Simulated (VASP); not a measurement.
Wanted: the native input for a VASP 6.6.1 run.

```
Task                   : single point
Functional             : PBE
Potentials or basis    : VASP PAW PBE potentials, release 64 (Sc_sv)
Cutoff                 : 520 eV
k mesh                 : 7 × 7 × 7
Occupations            : methfessel-paxton, width 0.1 eV
Spin                   : no spin polarisation
Dipole correction      : no
Further INCAR settings : ALGO = Normal; EDIFF = 1e-07; NBANDS = 12
```

The structure of Sc lies in POSCAR:

```
Sc
1.0
    0.0000000000      2.2600000000      2.2600000000
    2.2600000000      0.0000000000      2.2600000000
    2.2600000000      2.2600000000      0.0000000000
Sc
1
Direct
    0.0000000000      0.0000000000      0.0000000000
```

This isn't the form of Sc at room conditions, which is hcp.

One way to write it, as run:

INCAR

```
  ALGO = Normal
  EDIFF = 1E-7
  ENCUT = 520
  GGA = PE
  ISIF = 2
  ISMEAR = 1
  LASPH = T
  LCHARG = F
  LREAL = F
  LWAVE = F
  NBANDS = 12
  NELM = 60
  PREC = Accurate
  SIGMA = 0.1
```

KPOINTS

```
k-points
0
Gamma
  7 7 7
```

Potentials or basis: VASP PAW PBE potentials, release 64 (Sc_sv).

Run with:

```console
$ cat potpaw_PBE.64/Sc_sv/POTCAR > POTCAR
$ mpirun -np 1 vasp_std > vasp.out
```

Results of the run:

```json
{
 "Pressure": "3.7 GPa",
 "Band gap on the k mesh": "zero (an odd number of electrons rules out a gap without spin polarisation)"
}
```

Caveat: the cell stands under pressure.

Wall time 7.8 s on 1 thread of Intel(R) Xeon(R) Platinum 8259CL CPU @ 2.50GHz (Skylake/Cascade Lake), on a shared host, peak memory 0.13 GiB.
